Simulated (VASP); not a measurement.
# Hf (P6_3/mmc) in VASP: further runs

The runs below take Hf through single point, relaxation of volume and atoms at fixed shape, with LDA.

All numbers are computed with VASP 6.6.1; they aren't measurements. Logs are shortened: lines on timing, memory, paths and dates and some standing lists are left out, and cuts for length are marked.

## 1. The cell of the first run

It takes space group P6_3/mmc (No. 194, hexagonal). Conventional cell: a = 3.123 Å, b = 3.123 Å, c = 4.941 Å, α = 90.00°, β = 90.00°, γ = 120.00°. Within 4.0 Å of Hf (site symmetry -6m2) lie 12 Hf at 3.06 to 3.12 Å.

## 2. Single point, LDA

Contents of INCAR:

```
SYSTEM = Hf
PREC = Accurate
ENCUT = 500
EDIFF = 1E-6
ISMEAR = 0
SIGMA = 0.05
LREAL = .False.
LASPH = .True.
NELM = 120
ALGO = Normal
ISIF = 2
LWAVE = .False.
LCHARG = .False.
NBANDS = 17
GGA_COMPAT = .False.
```

Contents of KPOINTS:

```
Automatic mesh
0
Gamma
  7 7 4
  0 0 0
```

Contents of POSCAR:

```
Hf
1.0
    3.1231466498      0.0000000000      0.0000000000
   -1.5615733249      2.7047243384      0.0000000000
    0.0000000000      0.0000000000      4.9414273622
Hf
2
Direct
    0.3333333333      0.6666666667      0.2500000000
    0.6666666667      0.3333333333      0.7500000000
```

Potentials or basis: VASP PAW LDA potentials, release 64 (Hf_pv).

Launch:

```bash
cat potpaw_LDA.64/Hf_pv/POTCAR > POTCAR
mpirun -np 1 vasp_std > vasp.out
```

OUTCAR:

```text
SYSTEM = Hf
   PREC = Accurate
   ENCUT = 500
   EDIFF = 1E-6
   ISMEAR = 0
   LREAL = .False.
   LASPH = .True.
   NELM = 120
   ISIF = 2

 ion  position               nearest neighbor table
   1  0.333  0.667  0.250-   2 3.06   2 3.06   2 3.06   2 3.06   2 3.06   2 3.06
   2  0.667  0.333  0.750-   1 3.06   1 3.06   1 3.06   1 3.06   1 3.06   1 3.06

  LATTYP: Found a hexagonal cell.
 ALAT       =     3.1231466498
 C/A-ratio  =     1.5821951116

  Lattice vectors:

 A1 = (   3.1231466498,   0.0000000000,   0.0000000000)
 A2 = (  -1.5615733249,   2.7047243384,   0.0000000000)
 A3 = (   0.0000000000,   0.0000000000,   4.9414273622)

Analysis of symmetry for initial positions (statically):
=====================================================================
 Subroutine PRICEL returns:
 Original cell was already a primitive cell.

 Routine SETGRP: Setting up the symmetry group for a
 hexagonal supercell.

 Subroutine GETGRP returns: Found 24 space group operations
 (whereof 12 operations were pure point group operations)
 out of a pool of 24 trial point group operations.

The static configuration has the point symmetry D_3d.
 The point group associated with its full space group is D_6h.

Analysis of symmetry for dynamics (positions and initial velocities):
=====================================================================
 Subroutine PRICEL returns:
 Original cell was already a primitive cell.

 Routine SETGRP: Setting up the symmetry group for a
 hexagonal supercell.

 Subroutine GETGRP returns: Found 24 space group operations
 (whereof 12 operations were pure point group operations)
 out of a pool of 24 trial point group operations.

The dynamic configuration has the point symmetry D_3d.
 The point group associated with its full space group is D_6h.

 Subroutine INISYM returns: Found 24 space group operations
 (whereof 12 operations are pure point group operations),
 and found     1 'primitive' translations

----------------------------------------------------------------------------------------

                                     Primitive cell

  volume of cell :      41.7415

  direct lattice vectors                    reciprocal lattice vectors
     3.123146650  0.000000000  0.000000000     0.320189896  0.184861722  0.000000000
    -1.561573325  2.704724338  0.000000000     0.000000000  0.369723445  0.000000000
     0.000000000  0.000000000  4.941427362     0.000000000  0.000000000  0.202370677

  length of vectors
     3.123146650  3.123146650  4.941427362     0.369723445  0.369723445  0.202370677

  position of ions in fractional coordinates (direct lattice)
     0.333333333  0.666666667  0.250000000
     0.666666667  0.333333333  0.750000000

  ion indices of the primitive-cell ions
   primitive index   ion index
                 1           1
                 2           2

----------------------------------------------------------------------------------------

 KPOINTS: Automatic mesh

Automatic generation of k-mesh.
 Grid dimensions read from file:
 generate k-points for:    7    7    4

 Generating k-lattice:

  Cartesian coordinates                     Fractional coordinates (reciprocal lattice)
     0.045741414  0.026408817  0.000000000     0.142857143  0.000000000  0.000000000
     0.000000000  0.052817635  0.000000000     0.000000000  0.142857143  0.000000000
     0.000000000  0.000000000  0.050592669     0.000000000  0.000000000  0.250000000

  Length of vectors
     0.052817635  0.052817635  0.050592669

  Shift w.r.t. Gamma in fractional coordinates (k-lattice)
     0.000000000  0.000000000  0.000000000

 Subroutine IBZKPT returns following result:
 ===========================================

 Found     24 irreducible k-points:

 Following reciprocal coordinates:
            Coordinates               Weight
  0.000000  0.000000  0.000000      1.000000
  0.142857 -0.000000  0.000000      6.000000
  0.285714 -0.000000  0.000000      6.000000
  0.428571  0.000000  0.000000      6.000000
  0.142857  0.142857  0.000000      6.000000
  0.285714  0.142857  0.000000     12.000000
[... 16 lines left out ...]
  0.428571  0.142857  0.500000      6.000000
  0.285714  0.285714  0.500000      6.000000
   k-points           NKPTS =     24   k-points in BZ     NKDIM =     24   number of bands    NBANDS=     17
   number of dos      NEDOS =    301   number of ions     NIONS =      2
   total plane-waves  NPLWV =  20736
   dimension x,y,z NGX =    24 NGY =   24 NGZ =   36
   dimension x,y,z NGXF=    48 NGYF=   48 NGZF=   72
   ions per type =               2
   NGX,Y,Z   is equivalent  to a cutoff of  12.78, 12.78, 12.11 a.u.
   NGXF,Y,Z  is equivalent  to a cutoff of  25.55, 25.55, 24.22 a.u.
 SYSTEM =  Hf
   PREC   = accura    normal or accurate (medium, high low for compatibility)
   ISTART =      0    job   : 0-new  1-cont  2-samecut
   ICHARG =      2    charge: 1-file 2-atom 10-const
   ISPIN  =      1    spin polarized calculation?
   LNONCOLLINEAR =      F non collinear calculations
   LSORBIT =      F    spin-orbit coupling
   LASPH  =      T    aspherical Exc in radial PAW
   ENCUT  =  500.0 eV  36.75 Ry    6.06 a.u.   5.69  5.69  9.01*2*pi/ulx,y,z
   NELM   =    120;   NELMIN=  2; NELMDL= -5     # of ELM steps
   EDIFF  = 0.1E-05   stopping-criterion for ELM
   LREAL  =      F    real-space projection
   EDIFFG = 0.1E-04   stopping-criterion for IOM
   NSW    =      0    number of steps for IOM
   IBRION =     -1    ionic relax: 0-MD 1-quasi-New 2-CG
   NFREE  =      0    steps in history (QN), initial steepest desc. (CG)
   ISIF   =      2    stress and relaxation
   ISYM   =      2    0-nonsym 1-usesym 2-fastsym
   POTIM  = 0.5000    time-step for ionic-motion
   TEBEG  =    0.0;   TEEND  =   0.0 temperature during run
   PSTRESS=    0.0 pullay stress
   NELECT =      20.0000    total number of electrons
   NUPDOWN=      -1.0000    fix difference up-down
   EMIN   =  10.00;   EMAX   =-10.00  energy-range for DOS
   EFERMI =   0.00;   METHOD = LEGACY
   ISMEAR =     0;   SIGMA  =   0.05  broadening in eV -4-tet -1-fermi 0-gaus
   EFERMI_NEDOS =   21; number of points for ismear=-14 and -15
   IALGO  =     38    algorithm
   IMIX   =      4    mixing-type and parameters
     AMIX     =   0.40;   BMIX     =  1.00
     AMIX_MAG =   1.60;   BMIX_MAG =  1.00
  volume/ion in A,a.u.               =      20.87       140.84
  Fermi-wavevector in a.u.,A,eV,Ry     =   1.281039  2.420812 22.327977  1.641060
  Thomas-Fermi vector in A             =   2.413432
   LORBIT       =      0    0 simple, 1 ext, 2 COOP (PROOUT), +10 PAW based schemes
   GGA     = CA    functional components
   LHFCALC =     F    Hartree Fock is set to
   AEXX    =    0.0000 exact exchange contribution
   IVDW    =     0    specifies the selected vdW correction
   LEPSILON=     F    determine dielectric tensor
   LRPA    =     F    only Hartree local field effects (RPA)
 non-spin polarized calculation
 Gauss-broadening in eV      SIGMA  =   0.05
  energy-cutoff  :      500.00
  volume of cell :       41.74
 maximum number of plane-waves:      1087
 NGX is ok and might be reduce to    24
   NGX = 11   NGY = 11   NGZ = 19

 number of electron      19.9999996 magnetization

 Free energy of the ion-electron system (eV)
  ---------------------------------------------------
  ext. energy  EPLUGINS =         0.00000000
  ---------------------------------------------------
  free energy    TOTEN  =       -21.38072764 eV

  energy without entropy =      -21.37901743  energy(sigma->0) =      -21.37987253

 E-fermi :   5.3976     XC(G=0): -11.7902

 val. band max:        5.3522940319   @ k =   0.1429  -0.0000   0.0000
 cond. band min:       5.4117484257   @ k =   0.0000   0.0000   0.5000
 fundamental gap:      0.0594543938
 Fermi energy:         5.3975528764

 k-point     1 :       0.0000    0.0000    0.0000
  band No.  band energies     occupation
      1     -25.6175      2.00000
      2     -24.6702      2.00000
      3     -24.6702      2.00000
      4     -24.5080      2.00000
      5     -24.5080      2.00000
      6     -24.5039      2.00000
[... 9 lines left out ...]
     16       7.9802      0.00000
     17      10.9161      0.00000

 k-point     2 :       0.1429   -0.0000    0.0000
  band No.  band energies     occupation
      1     -25.5514      2.00000
      2     -24.8105      2.00000
      3     -24.7162      2.00000
      4     -24.6542      2.00000
      5     -24.5350      2.00000
      6     -24.5269      2.00000
[... 9 lines left out ...]
     16       7.8999      0.00000
     17      11.3568      0.00000

 k-point     3 :       0.2857   -0.0000    0.0000
  band No.  band energies     occupation
      1     -25.3793      2.00000
      2     -25.1246      2.00000
      3     -24.9598      2.00000
      4     -24.8127      2.00000
      5     -24.6280      2.00000
      6     -24.5746      2.00000
[... 9 lines left out ...]
     16       9.5283      0.00000
     17      11.9219      0.00000

 k-point     4 :       0.4286    0.0000    0.0000
  band No.  band energies     occupation
      1     -25.3729      2.00000
      2     -25.1866      2.00000
      3     -25.1864      2.00000
      4     -24.8857      2.00000
      5     -24.7565      2.00000
      6     -24.6156      2.00000
[... 9 lines left out ...]
     16      11.5414      0.00000
     17      12.1663      0.00000
[... 343 lines left out ...]
      1     -25.3737      2.00000
      2     -25.3737      2.00000
      3     -24.8682      2.00000
      4     -24.8682      2.00000
      5     -24.7016      2.00000
      6     -24.7016      2.00000
[... 9 lines left out ...]
     16      10.9770      0.00000
     17      11.8423      0.00000

 k-point    23 :       0.4286    0.1429    0.5000
  band No.  band energies     occupation
      1     -25.4533      2.00000
      2     -25.4533      2.00000
      3     -24.9147      2.00000
      4     -24.9147      2.00000
      5     -24.7011      2.00000
      6     -24.7011      2.00000
[... 9 lines left out ...]
     16      11.2270      0.00000
     17      12.9971      0.00000

 k-point    24 :       0.2857    0.2857    0.5000
  band No.  band energies     occupation
      1     -25.3803      2.00000
      2     -25.3803      2.00000
      3     -25.0436      2.00000
      4     -25.0436      2.00000
      5     -24.6828      2.00000
      6     -24.6828      2.00000
[... 9 lines left out ...]
     16      11.0261      0.00000
     17      13.7599      0.00000

------------------------ aborting loop because EDIFF is reached ----------------------------------------

  FORCE on cell =-STRESS in cart. coord.  units (eV):
  Direction    XX          YY          ZZ          XY          YZ          ZX
  --------------------------------------------------------------------------------------
  -------------------------------------------------------------------------------------
  Total       -0.0119572     -0.0119572      0.1091543      0.0000000      0.0000000      0.0000000
  in kB       -0.4589580     -0.4589580      4.1897082      0.0000000      0.0000000      0.0000000
  external PRESSURE =       1.0905974 kB  Pullay stress =       0.0000000 kB

 VOLUME and BASIS-vectors are now :
 -----------------------------------------------------------------------------
  energy-cutoff  :      500.00
  volume of cell :       41.74
      direct lattice vectors                 reciprocal lattice vectors
     3.123146650  0.000000000  0.000000000     0.320189896  0.184861722  0.000000000
    -1.561573325  2.704724338  0.000000000     0.000000000  0.369723445  0.000000000
     0.000000000  0.000000000  4.941427362     0.000000000  0.000000000  0.202370677

 POSITION                                       TOTAL-FORCE (eV/Angst)
 -----------------------------------------------------------------------------------
     -0.00000      1.80315      1.23536        -0.000000     -0.000000      0.000000
      1.56157      0.90157      3.70607         0.000000      0.000000      0.000000
 -----------------------------------------------------------------------------------
    total drift:                               -0.000000      0.000000     -0.000000

  FREE ENERGIE OF THE ION-ELECTRON SYSTEM (eV)
  ---------------------------------------------------
  free  energy   TOTEN  =       -21.3807276371 eV

  energy  without entropy=      -21.3790174265  energy(sigma->0) =      -21.37987253
```

Run time: 10 s. Hardware: 1 thread of Intel Xeon 6975P-C (Granite Rapids), shared host; peak memory 0.14 GiB.

Results:

```
Free energy            : -21.3807 eV
Pressure               : 0.1 GPa
Band gap on the k mesh : zero (bands 10 and 11 overlap by 1.23 eV)
```

Stress tensor (GPa, compression positive):
```
-0.05  0.00  0.00
 0.00 -0.05  0.00
 0.00  0.00  0.42
```

Caveat: spin-orbit coupling is left out, which moves the levels of the heavy elements.

(Part 1 of 2 ends here.)
